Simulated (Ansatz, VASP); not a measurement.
# Cs: VASP beside Ansatz

INCAR

```
SYSTEM = Cs
PREC = Accurate
ENCUT = 600
EDIFF = 1E-6
ISMEAR = 0
SIGMA = 0.1
LREAL = .FALSE.
LASPH = .TRUE.
NELM = 60
ALGO = Fast
ISIF = 3
LWAVE = .FALSE.
LCHARG = .FALSE.
GGA = PE
IBRION = 2
NSW = 100
EDIFFG = -0.01
```

KPOINTS

```
regular mesh
0
G
  12 12 12
  0 0 0
```

Contents of POSCAR:

```
Cs
1.0
    5.3673347428      0.0000000000      0.0000000000
   -2.6836673714      4.6482482379      0.0000000000
    0.0000000000      0.0000000000      5.0151034003
Cs
1
Direct
    0.0000000000      0.0000000000      0.0000000000
```

Input for Ansatz:

```yaml
crystal:
  lattice:
    - [5.3673347428, 0.0, 0.0]
    - [-2.6836673714, 4.6482482379, 0.0]
    - [0.0, 0.0, 5.0151034003]
  atoms:
    - { symbol: Cs, position: [0.0, 0.0, 0.0] }
basis:
  ecutwfc: 420
kpoints:
  mp_grid: { grid: [12, 12, 12] }
hamiltonian:
  xc: pbe
scf:
  occupations: { method: gaussian, width: 0.1 }
output:
  forces: true
  stress: true
  eigenvalues: true
relax:
  adjacent_minimum: "off"
  f_tol: 0.01
  max_steps: 80
  cell: { stress_tol: 0.05 }
```

Alike in both runs: task relaxation of cell and atoms; functional PBE; k mesh 12 × 12 × 12; occupations gaussian, width 0.1 eV; no spin polarisation.

```csv
,VASP,Ansatz
version,VASP 6.6.1,Ansatz 0.2.0
potentials or method,"VASP PAW PBE potentials, release 64 (Cs_sv), cutoff 600 eV","scalar-relativistic, plane waves, PAW"
valence electrons in the cell,9,9
```

|  | VASP | Ansatz | Ansatz less VASP |
| --- | --- | --- | --- |
| gap on the k mesh at the Fermi level, each at its own relaxed structure (eV) | none | none | - |
| relaxed volume (Å³/atom) | 122.92 | 122.57 | -0.345 |
| relaxed cell length with the largest relative difference (Å) | 5.323 | 5.314 | -0.0085 |

A gap of «none» marks a metal or a gap that the smearing closes.

Neither program's run includes spin-orbit coupling.
